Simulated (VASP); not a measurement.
# CdTeSe4 (F-43m) in VASP: a series of runs, part 2 of 2

VASP 6.6.1.

### Step 3. Single point, PBE

This run uses another cell than the first one, of 26.86 Å³/atom, 1.123 times its volume.

INCAR

```
PREC = Accurate
ENCUT = 520
EDIFF = 1E-6
ISMEAR = 0
SIGMA = 0.1
LREAL = F
LASPH = T
NELM = 80
ALGO = Normal
ISIF = 2
LWAVE = F
LCHARG = F
GGA = PE
NBANDS = 30
```

KPOINTS

```
regular mesh
0
Gamma
  4 4 4
```

POSCAR

```
CdTeSe4
1.0
    0.0000000000      4.3191874100      4.3191874100
    4.3191874100      0.0000000000      4.3191874100
    4.3191874100      4.3191874100      0.0000000000
Cd Te Se
1 1 4
Direct
    0.0000000000      0.0000000000      0.0000000000
    0.7500000000      0.7500000000      0.7500000000
    0.8735502700      0.3754832400      0.3754832400
    0.3754832400      0.3754832400      0.3754832400
    0.3754832400      0.8735502700      0.3754832400
    0.3754832400      0.3754832400      0.8735502700
```

Potentials or basis: VASP PAW PBE potentials, release 64 (Cd, Te, Se).

On the command line:

```
> cat potpaw_PBE.64/Cd/POTCAR potpaw_PBE.64/Te/POTCAR potpaw_PBE.64/Se/POTCAR > POTCAR
> mpirun -np 1 vasp_std > vasp.out
```

OUTCAR:

```text
PREC = Accurate
   ENCUT = 520
   EDIFF = 1E-6
   ISMEAR = 0
   LREAL = F
   LASPH = T
   NELM = 80
   ISIF = 2
   GGA = PE

 ion  position               nearest neighbor table
   1  0.000  0.000  0.000-
   2  0.750  0.750  0.750-
   3  0.874  0.375  0.375-
   4  0.375  0.375  0.375-
   5  0.375  0.874  0.375-
   6  0.375  0.375  0.874-

  LATTYP: Found a face centered cubic cell.
[... 449 lines left out ...]
  --------------------------------------------------------------------------------------
  -------------------------------------------------------------------------------------
  Total       -4.6380334     -4.6380334     -4.6380334     -0.0000000      0.0000000     -0.0000000
  in kB      -46.1114010    -46.1114010    -46.1114010     -0.0000000      0.0000000     -0.0000000
  external PRESSURE =     -46.1114010 kB  Pullay stress =       0.0000000 kB

 VOLUME and BASIS-vectors are now :
 -----------------------------------------------------------------------------
  energy-cutoff  :      520.00
  volume of cell :      161.15
      direct lattice vectors                 reciprocal lattice vectors
     0.000000000  4.319187410  4.319187410    -0.115762516  0.115762516  0.115762516
     4.319187410  0.000000000  4.319187410     0.115762516 -0.115762516  0.115762516
     4.319187410  4.319187410  0.000000000     0.115762516  0.115762516 -0.115762516

 POSITION                                       TOTAL-FORCE (eV/Angst)
 -----------------------------------------------------------------------------------
      0.00000      0.00000      0.00000         0.000000      0.000000      0.000000
      6.47878      6.47878      6.47878        -0.000000      0.000000     -0.000000
      3.24356      5.39481      5.39481        -0.004616      0.004616      0.004616
      3.24356      3.24356      3.24356        -0.004616     -0.004616     -0.004616
      5.39481      3.24356      5.39481         0.004616     -0.004616      0.004616
      5.39481      5.39481      3.24356         0.004616      0.004616     -0.004616
 -----------------------------------------------------------------------------------
    total drift:                                0.000031      0.000031      0.000031

  FREE ENERGIE OF THE ION-ELECTRON SYSTEM (eV)
  ---------------------------------------------------
  free  energy   TOTEN  =       -13.9428292883 eV

  energy  without entropy=      -13.8722843286  energy(sigma->0) =      -13.90755681
```

OSZICAR:

```text
N       E                     dE             d eps       ncg     rms          rms(c)
DAV:   1     0.239415793171E+03    0.23942E+03   -0.18042E+04   480   0.121E+03
DAV:   2     0.407081875350E+01   -0.23534E+03   -0.22852E+03   600   0.240E+02
DAV:   3    -0.141452394983E+02   -0.18216E+02   -0.17770E+02   552   0.655E+01
DAV:   4    -0.143813057822E+02   -0.23607E+00   -0.23573E+00   546   0.798E+00
DAV:   5    -0.143839969929E+02   -0.26912E-02   -0.26911E-02   578   0.826E-01    0.660E+00
DAV:   6    -0.140255738541E+02    0.35842E+00   -0.16118E+00   522   0.485E+00    0.436E+00
DAV:   7    -0.139902967729E+02    0.35277E-01   -0.98740E-01   522   0.214E+00    0.295E+00
DAV:   8    -0.139442987483E+02    0.45998E-01   -0.28460E-01   558   0.129E+00    0.962E-01
DAV:   9    -0.139433258922E+02    0.97286E-03   -0.27769E-02   546   0.839E-01    0.486E-01
DAV:  10    -0.139430380469E+02    0.28785E-03   -0.75779E-03   540   0.400E-01    0.220E-01
DAV:  11    -0.139430823334E+02   -0.44286E-04   -0.30733E-03   534   0.217E-01    0.619E-02
DAV:  12    -0.139428283810E+02    0.25395E-03   -0.65582E-04   528   0.105E-01    0.236E-02
DAV:  13    -0.139428291047E+02   -0.72364E-06   -0.37151E-05   570   0.243E-02    0.780E-03
DAV:  14    -0.139428292883E+02   -0.18364E-06   -0.33881E-06   436   0.848E-03
   1 F= -.13942829E+02 E0= -.13907557E+02  d E =-.705450E-01
```

stdout:

```text
POSCAR found type information on POSCAR CdTeSe
 POSCAR found :  3 types and       6 ions
 scaLAPACK will be used
 LDA part: xc-table for (Slater+PW92), standard interpolation
 POSCAR, INCAR and KPOINTS ok, starting setup
 FFT: planning ... GRIDC
 FFT: planning ... GRID_SOFT
 FFT: planning ... GRID
 WAVECAR not read
 entering main loop
```

It took 2.1 min on 1 thread of Intel Xeon 8259CL, shared host; peak memory 0.33 GiB.

Results:

```
Free energy            : -13.9428 eV
Pressure               : -4.6 GPa
Largest force          : 0.008 eV/Å
Band gap on the k mesh : zero (band 21 reaches 4.38 eV, above the bottom of band 22 at 3.54 eV)
```

Forces on the atoms (eV/Å):
```
Cd   0.000  0.000  0.000
Te   0.000  0.000  0.000
Se  -0.005  0.005  0.005
Se  -0.005 -0.005 -0.005
Se   0.005 -0.005  0.005
Se   0.005  0.005 -0.005
```

Levels at points of the mesh, in eV from the Fermi level:
```csv
k point,band 17,band 18,band 19,band 20,band 21,band 22,band 23,band 24
"(0.00, 0.00, 0.00)",-1.48,-1.26,-1.26,-1.26,0.86,0.86,0.86,1.73
"(0.50, 0.00, 0.00)",-1.94,-1.75,-1.75,-1.13,0.15,0.24,0.24,0.90
"(0.50, 0.50, 0.00)",-1.70,-1.70,-1.55,-1.47,-0.34,0.19,0.19,0.37
```

Caveat: spin-orbit coupling is left out, which moves the levels of the heavy elements.

### Step 4. Single point, PBE

This run uses another cell than the first one, of 23.52 Å³/atom, 0.984 times its volume.

INCAR

```
PREC = Accurate
ENCUT = 520
EDIFF = 1E-6
ISMEAR = 0
SIGMA = 0.1
LREAL = F
LASPH = T
NELM = 60
ALGO = Normal
ISIF = 2
LWAVE = F
LCHARG = T
GGA = PE
LELF = T
LVHAR = T
NBANDS = 30
```

KPOINTS

```
Automatic mesh
0
Gamma
  8 8 8
```

POSCAR

```
CdTeSe4
1.0
    0.0000000000      4.1323497786      4.1323497786
    4.1323497786      0.0000000000      4.1323497786
    4.1323497786      4.1323497786      0.0000000000
Cd Te Se
1 1 4
Direct
    0.0000000000      0.0000000000      0.0000000000
    0.2500000000      0.2500000000      0.2500000000
    0.6273500410      0.6273500410      0.1179498771
    0.6273500410      0.1179498771      0.6273500410
    0.1179498771      0.6273500410      0.6273500410
    0.6273500410      0.6273500410      0.6273500410
```

On the command line:

```
> cat potpaw_PBE.64/Cd/POTCAR potpaw_PBE.64/Te/POTCAR potpaw_PBE.64/Se/POTCAR > POTCAR
> mpirun -np 1 vasp_std > vasp.out
```

Wall time 5.6 min (1 thread of Intel Xeon 8259CL, shared host); peak memory 0.39 GiB.

Results (log left out):

```
Free energy            : -14.6002 eV
Pressure               : 0.0 GPa
Band gap on the k mesh : zero (band 21 reaches 5.99 eV, above the bottom of band 22 at 4.87 eV)
```

Levels at points of the mesh, in eV from the Fermi level:
```tsv
k point	band 17	band 18	band 19	band 20	band 21	band 22	band 23	band 24	band 25	band 26
(0.00, 0.00, 0.00)	-1.70	-1.70	-1.70	-1.61	1.04	1.04	1.04	1.99	1.99	1.99
(0.50, 0.00, 0.00)	-2.42	-2.07	-2.07	-1.17	0.21	0.24	0.24	1.10	2.11	2.11
(0.50, 0.50, 0.00)	-2.17	-2.17	-2.13	-1.62	-0.39	0.21	0.21	0.58	1.86	1.86
```

Caveat: spin-orbit coupling is left out, which moves the levels of the heavy elements.

### Step 5. Relaxation of cell and atoms, PBE

This run uses another cell than the first one, of 26.86 Å³/atom, 1.123 times its volume.

INCAR

```
SYSTEM = CdTeSe4
  PREC = Accurate
  ENCUT = 600
  EDIFF = 1E-6
  ISMEAR = 0
  SIGMA = 0.1
  LREAL = .False.
  LASPH = .True.
  NELM = 80
  ALGO = Normal
  ISIF = 3
  LWAVE = .False.
  LCHARG = .False.
  GGA = PE
  IBRION = 2
  NSW = 90
  EDIFFG = -0.04
```

KPOINTS

```
regular mesh
0
Gamma
  4 4 4
  0 0 0
```

POSCAR

```
CdTeSe4
1.0
    0.0000000000      4.3191874100      4.3191874100
    4.3191874100      0.0000000000      4.3191874100
    4.3191874100      4.3191874100      0.0000000000
Cd Te Se
1 1 4
Direct
    0.0000000000      0.0000000000      0.0000000000
    0.7500000000      0.7500000000      0.7500000000
    0.8735502700      0.3754832400      0.3754832400
    0.3754832400      0.3754832400      0.3754832400
    0.3754832400      0.8735502700      0.3754832400
    0.3754832400      0.3754832400      0.8735502700
```

On the command line:

```
> cat potpaw_PBE.64/Cd/POTCAR potpaw_PBE.64/Te/POTCAR potpaw_PBE.64/Se/POTCAR > POTCAR
> mpirun -np 1 vasp_std > vasp.out
```

It took 7.7 min on 1 thread of Intel Xeon 8259CL, shared host; peak memory 0.38 GiB.

Results (log left out):

| Item | Value |
| --- | --- |
| Free energy | -14.2305 eV |
| Relaxed volume | 23.89 Å³/atom |
| Relaxed cell | a = 5.875 Å, b = 5.875 Å, c = 5.875 Å, α = 60.00°, β = 60.00°, γ = 60.00° |
| Space group after relaxing (to 0.05 Å) | F-43m (No. 216) |
| Energy gained by relaxing | 48.0 meV/atom |
| Ionic steps | 5 |
| Pressure after relaxing | 0.0 GPa |
| Largest force after relaxing | 0.039 eV/Å |
| Band gap on the k mesh | zero (band 21 reaches 5.81 eV, above the bottom of band 22 at 4.74 eV) |

Forces in eV/Å, atoms in the order of the input:
```
Cd   0.000  0.000  0.000
Te   0.000  0.000  0.000
Se  -0.023  0.023  0.023
Se  -0.023 -0.023 -0.023
Se   0.023 -0.023  0.023
Se   0.023  0.023 -0.023
```

The path:
```
step  energy change (eV)  largest force (eV/Å)  pressure (GPa)  volume (Å³)
   1              0.0000                0.0079           -4.62       161.15
   2             -0.2864                0.0462           -0.12       143.74
   3             -0.2865                0.0474            0.00       143.40
   4             -0.2869                0.0448            0.00       143.39
   5             -0.2881                0.0391            0.01       143.36
```

Final structure:
```
Cd Te Se
1.0
     0.00000    4.15398    4.15398
     4.15398    0.00000    4.15398
     4.15398    4.15398    0.00000
Cd Te Se
1 1 4
Direct
  0.00000 0.00000 0.00000
  0.75000 0.75000 0.75000
  0.87554 0.37482 0.37482
  0.37482 0.37482 0.37482
  0.37482 0.87554 0.37482
  0.37482 0.37482 0.87554
```

Levels at points of the mesh, in eV from the Fermi level:
```
           k point  band 19  band 20  band 21  band 22  band 23  band 24
(0.00, 0.00, 0.00)    -1.59    -1.57     1.06     1.06     1.06     1.98
(0.50, 0.00, 0.00)    -2.06    -1.20     0.21     0.31     0.31     1.12
(0.50, 0.50, 0.00)    -1.90    -1.68    -0.41     0.24     0.24     0.54
```

Caveat: spin-orbit coupling is left out, which moves the levels of the heavy elements.

### Step 6. Relaxation of cell and atoms, PBE

INCAR

```
SYSTEM = CdTeSe4
PREC     = Accurate       ! precision mode
ENCUT    = 600            ! plane-wave cutoff, eV
EDIFF    = 1E-6           ! SCF threshold, eV
ISMEAR   = 0              ! smearing method
SIGMA    = 0.1            ! smearing width, eV
LREAL    = .False.        ! projectors in reciprocal space
LASPH    = .True.         ! aspherical terms in the spheres
NELM     = 80             ! most SCF steps
ALGO     = Normal         ! electronic algorithm
ISIF     = 3              ! what is computed and relaxed
LWAVE    = .False.        ! write WAVECAR
LCHARG   = .False.        ! write CHGCAR
GGA      = PE             ! functional
IBRION   = 2              ! ionic algorithm
NSW      = 100            ! ionic steps
EDIFFG   = -0.01          ! ionic threshold
```

KPOINTS

```
Automatic mesh
0
Gamma
  8 8 8
  0 0 0
```

POSCAR

```
CdTeSe4
1.0
    0.0000000000      4.1551552090      4.1551552090
    4.1551552090      0.0000000000      4.1551552090
    4.1551552090      4.1551552090      0.0000000000
Cd Te Se
1 1 4
Direct
    0.0000000000      0.0000000000      0.0000000000
    0.2500000000      0.2500000000      0.2500000000
    0.6247019095      0.6247019095      0.1258942716
    0.6247019095      0.1258942716      0.6247019095
    0.1258942716      0.6247019095      0.6247019095
    0.6247019095      0.6247019095      0.6247019095
```

Potentials or basis: VASP PAW PBE potentials, release 64 (Cd, Te, Se).

On the command line:

```
> cat potpaw_PBE.64/Cd/POTCAR potpaw_PBE.64/Te/POTCAR potpaw_PBE.64/Se/POTCAR > POTCAR
> mpirun -np 1 vasp_std > vasp.out
```

It took 23 min on 1 thread of Intel Xeon 8259CL, shared host; peak memory 0.43 GiB.

It converged, with:

* Free energy: -14.6002 eV
* Relaxed volume: 23.53 Å³/atom
* Relaxed cell: a = 5.845 Å, b = 5.845 Å, c = 5.845 Å, α = 60.00°, β = 60.00°, γ = 60.00°
* Space group after relaxing (to 0.05 Å): F-43m (No. 216)
* Energy gained by relaxing: 2.8 meV/atom
* Ionic steps: 10
* Pressure after relaxing: 0.0 GPa
* Band gap on the k mesh: zero (band 21 reaches 5.99 eV, above the bottom of band 22 at 4.87 eV)

The path:
```csv
step,energy change (eV),largest force (eV/Å),pressure (GPa),volume (Å³)
1,0.0000,0.1146,-0.91,143.48
2,-0.0095,0.1054,0.12,140.68
3,-0.0095,0.1053,0.13,140.65
4,-0.0118,0.0871,0.12,140.68
5,-0.0160,0.0294,0.11,140.79
6,-0.0114,0.1052,0.26,141.00
7,-0.0165,0.0024,0.13,140.84
8,-0.0165,0.0017,0.14,140.84
9,-0.0164,0.0043,-0.17,141.62
10,-0.0167,0.0010,0.01,141.18
```

Final structure:
```xyz
6
Lattice="0.0000 4.1328 4.1328 4.1328 0.0000 4.1328 4.1328 4.1328 0.0000" Properties=species:S:1:pos:R:3 pbc="T T T"
Cd    0.0000    0.0000    0.0000
Te    2.0664    2.0664    2.0664
Se    3.0803    3.0803    5.1853
Se    3.0803    5.1853    3.0803
Se    5.1853    3.0803    3.0803
Se    5.1853    5.1853    5.1853
```

Levels at points of the mesh, in eV from the Fermi level:
```
           k point  band 18  band 19  band 20  band 21  band 22  band 23  band 24  band 25
(0.00, 0.00, 0.00)    -1.70    -1.70    -1.61     1.04     1.04     1.04     1.99     1.99
(0.50, 0.00, 0.00)    -2.07    -2.07    -1.17     0.21     0.24     0.24     1.10     2.11
(0.50, 0.50, 0.00)    -2.17    -2.13    -1.62    -0.39     0.21     0.21     0.58     1.86
```

Caveat: spin-orbit coupling is left out, which moves the levels of the heavy elements.

### Step 7. The runs side by side

```csv
task,cell,k mesh,cutoff (eV),gap on the mesh (eV),pressure (GPa),relaxed volume (Å³/atom),largest force (eV/Å)
single point,"a = 5.876 Å, angles 60.0°, 6 atoms",4 × 4 × 4,520,none,0.0,-,0.04
single point,"a = 6.108 Å, angles 60.0°, 6 atoms",4 × 4 × 4,520,none,-4.6,-,0.01
single point,"a = 5.844 Å, angles 60.0°, 6 atoms",8 × 8 × 8,520,none,0.0,-,-
relaxation of cell and atoms,"relaxed from a = 6.108 Å, angles 60.0°, 6 atoms",4 × 4 × 4,600,none,0.0,23.89,0.04
relaxation of cell and atoms,"relaxed from a = 5.876 Å, angles 60.0°, 6 atoms",8 × 8 × 8,600,none,0.0,23.53,-
```

Alike in all rows: level PBE; potentials or basis VASP PAW PBE potentials, release 64 (Cd, Te, Se); no spin polarisation; smearing gaussian 0.1 eV.

Caveats: spin-orbit coupling is left out, which moves the levels of the heavy elements.

Absolute energies hang on the potentials; compare differences alone.
